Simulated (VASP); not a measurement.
# C (Im-3m) in VASP: further runs, part 2 of 2

VASP 6.6.1. Earlier steps stand in the parts before.

### 3 Relaxation of cell and atoms, PBEsol

The input, INCAR:

```
PREC = Accurate
ENCUT = 600
EDIFF = 1E-7
ISMEAR = 1
SIGMA = 0.05
LREAL = F
LASPH = T
NELM = 120
ALGO = Normal
ISIF = 3
LWAVE = F
LCHARG = F
GGA = PS
IBRION = 2
NSW = 60
EDIFFG = -0.01
GGA_COMPAT = F
NELMIN = 4
```

The input, KPOINTS:

```
regular mesh
0
Gamma
  12 12 12
```

The input, POSCAR:

```
C
1.0
   -1.1759994424      1.1759994424      1.1759994424
    1.1759994424     -1.1759994424      1.1759994424
    1.1759994424      1.1759994424     -1.1759994424
C
1
Direct
    0.0000000000      0.0000000000      0.0000000000
```

Potentials or basis: VASP PAW PBE potentials, release 64 (C).

Command:

```
> cat potpaw_PBE.64/C/POTCAR > POTCAR
> mpirun -np 1 vasp_std > vasp.out
```

OUTCAR:

```text
PREC = Accurate
   ENCUT = 600
   EDIFF = 1E-7
   ISMEAR = 1
   LREAL = F
   LASPH = T
   NELM = 120
   ISIF = 3
   GGA = PS
   IBRION = 2
   NSW = 60
   EDIFFG = -0.01
   NELMIN = 4

 ion  position               nearest neighbor table
   1  0.000  0.000  0.000-

  LATTYP: Found a body centered cubic cell.
 ALAT       =     2.3519988848

  Lattice vectors:

 A1 = (  -1.1759994424,   1.1759994424,   1.1759994424)
 A2 = (   1.1759994424,  -1.1759994424,   1.1759994424)
 A3 = (   1.1759994424,   1.1759994424,  -1.1759994424)

Analysis of symmetry for initial positions (statically):
=====================================================================
 Subroutine PRICEL returns:
 Original cell was already a primitive cell.

 Routine SETGRP: Setting up the symmetry group for a
 body centered cubic supercell.

 Subroutine GETGRP returns: Found 48 space group operations
 (whereof 48 operations were pure point group operations)
 out of a pool of 48 trial point group operations.

The static configuration has the point symmetry O_h .

Analysis of symmetry for dynamics (positions and initial velocities):
=====================================================================
 Subroutine PRICEL returns:
 Original cell was already a primitive cell.

 Routine SETGRP: Setting up the symmetry group for a
 body centered cubic supercell.

 Subroutine GETGRP returns: Found 48 space group operations
 (whereof 48 operations were pure point group operations)
 out of a pool of 48 trial point group operations.

The dynamic configuration has the point symmetry O_h .

 Subroutine INISYM returns: Found 48 space group operations
 (whereof 48 operations are pure point group operations),
 and found     1 'primitive' translations

----------------------------------------------------------------------------------------
[... 104 lines left out ...]
   EMIN   =  10.00;   EMAX   =-10.00  energy-range for DOS
   EFERMI =   0.00;   METHOD = LEGACY
   ISMEAR =     1;   SIGMA  =   0.05  broadening in eV -4-tet -1-fermi 0-gaus
   EFERMI_NEDOS =   21; number of points for ismear=-14 and -15
   IALGO  =     38    algorithm
   IMIX   =      4    mixing-type and parameters
     AMIX     =   0.40;   BMIX     =  1.00
     AMIX_MAG =   1.60;   BMIX_MAG =  1.00
  volume/ion in A,a.u.               =       6.51        43.90
  Fermi-wavevector in a.u.,A,eV,Ry     =   1.392091  2.630671 26.366977  1.937918
  Thomas-Fermi vector in A             =   2.515867
   LORBIT       =      0    0 simple, 1 ext, 2 COOP (PROOUT), +10 PAW based schemes
   GGA     = PS    functional components
   LHFCALC =     F    Hartree Fock is set to
   AEXX    =    0.0000 exact exchange contribution
   IVDW    =     0    specifies the selected vdW correction
   LEPSILON=     F    determine dielectric tensor
   LRPA    =     F    only Hartree local field effects (RPA)
 conjugate gradient relaxation of ions
 non-spin polarized calculation
 Methfessel and Paxton  Order N= 1 SIGMA  =   0.05
  energy-cutoff  :      600.00
  volume of cell :        6.51
 maximum number of plane-waves:       236
   NGX =  9   NGY =  9   NGZ =  9

 number of electron       4.0000000 magnetization

 Free energy of the ion-electron system (eV)
  ---------------------------------------------------
  ext. energy  EPLUGINS =         0.00000000
  ---------------------------------------------------
  free energy    TOTEN  =        -5.43197555 eV

  energy without entropy =       -5.43181378  energy(sigma->0) =       -5.43192162

 E-fermi :   8.6678     XC(G=0): -13.3471

 val. band max:        8.6643141986   @ k =  -0.4167   0.4167   0.3333
 cond. band min:       8.7162476538   @ k =   0.2500   0.1667   0.1667
 fundamental gap:      0.0519334552
 Fermi energy:         8.6678188210

 k-point     1 :       0.0000    0.0000    0.0000
  band No.  band energies     occupation
      1     -11.1413      2.00000
      2      18.2442      0.00000
      3      18.2442      0.00000
      4      18.2442      0.00000
      5      42.4901      0.00000
      6      42.4901      0.00000
[... 199 lines left out ...]
 k-point    24 :       0.4167    0.0833    0.0833
  band No.  band energies     occupation
      1       0.3713      2.00000
      2       0.7691      2.00000
      3      11.6784      0.00000
      4      14.3581      0.00000
      5      33.1544      0.00000
      6      33.6110      0.00000

 [... further k-points ...]
[... 5 lines left out ...]
  --------------------------------------------------------------------------------------
  -------------------------------------------------------------------------------------
  Total       -0.0071682     -0.0071682     -0.0071682      0.0000000      0.0000000     -0.0000000
  in kB       -1.7653881     -1.7653881     -1.7653881      0.0000000      0.0000000     -0.0000000
  external PRESSURE =      -1.7653881 kB  Pullay stress =       0.0000000 kB

 VOLUME and BASIS-vectors are now :
 -----------------------------------------------------------------------------
  energy-cutoff  :      600.00
  volume of cell :        6.51
      direct lattice vectors                 reciprocal lattice vectors
    -1.175999442  1.175999442  1.175999442     0.000000000  0.425170270  0.425170270
     1.175999442 -1.175999442  1.175999442     0.425170270  0.000000000  0.425170270
     1.175999442  1.175999442 -1.175999442     0.425170270  0.425170270  0.000000000

 POSITION                                       TOTAL-FORCE (eV/Angst)
 -----------------------------------------------------------------------------------
      0.00000      0.00000      0.00000         0.000000     -0.000000      0.000000
 -----------------------------------------------------------------------------------
    total drift:                                0.000000      0.000000      0.000000

  FREE ENERGIE OF THE ION-ELECTRON SYSTEM (eV)
  ---------------------------------------------------
  free  energy   TOTEN  =        -5.4319755485 eV

  energy  without entropy=       -5.4318137769  energy(sigma->0) =       -5.43192162

 reached required accuracy - stopping structural energy minimisation
```

Run time: 2 s. Hardware: 1 thread of Intel Xeon Platinum 8488C (Sapphire Rapids), shared host; peak memory 0.11 GiB.

Results:

| Property | Result |
| --- | --- |
| Free energy | -5.4320 eV |
| Pressure after relaxing | -0.2 GPa |
| Band gap on the k mesh | zero (band 2 reaches 18.24 eV, above the bottom of band 3 at 3.59 eV) |

Final structure:
```
C
1.0
    -1.17600    1.17600    1.17600
     1.17600   -1.17600    1.17600
     1.17600    1.17600   -1.17600
C
1
Direct
  0.00000 0.00000 0.00000
```

Caveat: the relaxation stopped at its first step, so nothing moved; the PAW data sets were made with another functional, which shifts forces and pressure a little.
